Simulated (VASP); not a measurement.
# BN: single point with PBE

BN:

```
CELL_PARAMETERS angstrom
2.51218 0.00000 0.00000
-1.25609 2.17561 0.00000
0.00000 0.00000 8.36947
ATOMIC_POSITIONS crystal
B 0.33333 0.66667 0.25000
B 0.66667 0.33333 0.75000
N 0.33333 0.66667 0.75000
N 0.66667 0.33333 0.25000
```

```yaml
Program: VASP 6.6.1
Task: single point
Functional: PBE
Potentials_or_basis: VASP PAW PBE potentials, release 64 (B, N)
Cutoff: 520 eV
k_mesh: 12 × 12 × 4
Occupations: gaussian, width 0.02 eV
Spin: no spin polarisation
Dipole_correction: no
Further_INCAR_settings: ALGO = Normal; EDIFF = 1e-06; NBANDS = 16
```

```yaml
Pressure: 0.1 GPa
Band_gap_on_the_k_mesh: 4.39 eV, indirect (least direct gap 4.66 eV)
```

Stress tensor (GPa, compression positive):
```
 0.12  0.00  0.00
 0.00  0.12  0.00
 0.00  0.00 -0.08
```

Levels at points of the mesh, in eV from the valence-band top:
```
           k point  band 4  band 5  band 6  band 7  band 8  band 9  band 10  band 11  band 12  band 13
(0.00, 0.00, 0.00)   -4.89   -1.35   -1.35   -1.35   -1.35    4.39     7.73    10.04    11.51    11.51
(0.50, 0.00, 0.00)   -8.84   -4.12   -4.12   -1.01   -0.78    4.58     5.01     9.43     9.86    12.08
(0.00, 0.00, 0.50)   -5.20   -1.35   -1.35   -1.35   -1.35    5.67     5.67    11.51    11.51    11.51
(0.50, 0.00, 0.50)   -8.85   -4.12   -4.12   -0.90   -0.90    4.77     4.77     9.69     9.69    12.66
```

Run time: 50 s on 1 thread of AMD EPYC 7R43 64-Core Processor (Zen 3) (shared host), peak memory 0.14 GiB.

Caveat: this functional lacks dispersion, which binds the layers, so the pressure and a relaxed spacing across them are unreliable. PBE gaps usually lie below the measured ones, often by a third to a half.
